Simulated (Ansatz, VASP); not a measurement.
Two plane-wave programs on CsSnI3

File INCAR:

```
ALGO = Normal
EDIFF = 1E-6
ENCUT = 520
GGA = PE
ISIF = 2
ISMEAR = -1
LASPH = T
LCHARG = T
LELF = T
LREAL = F
LVHAR = T
LWAVE = F
NBANDS = 30
NELM = 60
PREC = Accurate
SIGMA = 0.02
```

Contents of KPOINTS:

```
k-points
0
Gamma
  4 4 4
```

The input POSCAR:

```
CsSnI3
1.0
    6.2413961542      0.0000000000      0.0000000000
    0.0000000000      6.2413961542      0.0000000000
    0.0000000000      0.0000000000      6.2413961542
Cs Sn I
1 1 3
Direct
    0.0000000000      0.0000000000      0.0000000000
    0.5000000000      0.5000000000      0.5000000000
    0.0000000000      0.5000000000      0.5000000000
    0.5000000000      0.0000000000      0.5000000000
    0.5000000000      0.5000000000      0.0000000000
```

Input for Ansatz:

```yaml
crystal:
  lattice:
    - [6.2413961542, 0.0, 0.0]
    - [0.0, 6.2413961542, 0.0]
    - [0.0, 0.0, 6.2413961542]
  atoms:
    - { symbol: Cs, position: [0.0, 0.0, 0.0] }
    - { symbol: Sn, position: [0.5, 0.5, 0.5] }
    - { symbol: I, position: [0.0, 0.5, 0.5] }
    - { symbol: I, position: [0.5, 0.0, 0.5] }
    - { symbol: I, position: [0.5, 0.5, 0.0] }
kpoints:
  mp_grid: { grid: [4, 4, 4] }
  band_path:
    path:
      - [[0.0, 0.0, 0.0], [6.503875397185e-52, 0.5, -1.028578594072e-35], [0.5, 0.5, -1.028578594072e-35], [0.0, 0.0, 0.0], [0.5, 0.5, 0.5], [6.503875397185e-52, 0.5, -1.028578594072e-35]]
      - [[0.5, 0.5, 0.5], [0.5, 0.5, -1.028578594072e-35]]
    npoints: 10
hamiltonian:
  xc: pbe
scf:
  occupations: { method: fermi_dirac, width: 0.02 }
  n_extra_bands: 5
output:
  forces: true
  stress: true
  eigenvalues: true
```

Alike in both runs: task single point; functional PBE; k mesh 4 × 4 × 4; occupations fermi-dirac, width 0.02 eV; no spin polarisation.

```csv
,VASP,Ansatz
version,VASP 6.6.1,Ansatz 0.2.0
potentials or method,"VASP PAW PBE potentials, release 64 (Cs_sv, Sn_d, I)","plane waves, PAW"
plane-wave cutoff (eV),520,420
valence electrons in the cell,44,74
```

```csv
,VASP,Ansatz,Ansatz less VASP
pressure (GPa),0.5,0.5,0.00
```

VASP's potentials hold 44 valence electrons a cell and Ansatz's 74, so a difference there can come from the potentials and not from the codes.

Neither program's run includes spin-orbit coupling.
